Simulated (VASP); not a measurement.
Wanted: the native input for a VASP 6.6.1 run.

| Quantity | Value |
| --- | --- |
| Task | single point |
| Functional | PBE |
| Potentials or basis | VASP PAW PBE potentials, release 64 (La) |
| Cutoff | 520 eV |
| k mesh | 10 × 10 × 3 |
| Occupations | fermi-dirac, width 0.05 eV |
| Spin | collinear spin |
| Starting moments | [1.0, 1.0, 1.0, 1.0] μB |
| Dipole correction | no |
| Further INCAR settings | ALGO = Normal; EDIFF = 1e-07; NBANDS = 34 |

The structure of La lies in POSCAR:

```
La
1.0
    3.7742977426      0.0000000000      0.0000000000
   -1.8871488713      3.2686377265      0.0000000000
    0.0000000000      0.0000000000     12.0861956716
La
4
Direct
    1.0000000000      1.0000000000      1.0000000000
    1.0000000000      0.0000000000      0.5000000000
    0.3333333333      0.6666666667      0.7500000000
    0.6666666667      0.3333333333      0.2500000000
```

The input as run:

INCAR

```
PREC = Accurate
ENCUT = 520
EDIFF = 1E-7
ISMEAR = -1
SIGMA = 0.05
LREAL = False
LASPH = True
NELM = 150
ALGO = Normal
ISIF = 2
LWAVE = False
LCHARG = True
ISPIN = 2
MAGMOM = 1 1 1 1
LORBIT = 11
LMAXMIX = 6
GGA = PE
LELF = True
LVHAR = True
NBANDS = 34
```

KPOINTS

```
Automatic mesh
0
Gamma
  10 10 3
```

Potentials or basis: VASP PAW PBE potentials, release 64 (La).

Run with:

```bash
$ cat potpaw_PBE.64/La/POTCAR > POTCAR
$ mpirun -np 1 vasp_std > vasp.out
```

It gave:

```
Pressure                                              : 0.1 GPa
Band gap on the k mesh                                : zero (filled and empty bands overlap)
Net moment                                            : 0.00 μB per cell
Valence electrons inside the program's atomic spheres : La 8.59
```

Caveat: spin-orbit coupling is left out, which moves the levels of the heavy elements.

Wall time 9.4 min on 1 thread of Intel Xeon 8259CL, on a shared host, peak memory 0.44 GiB.
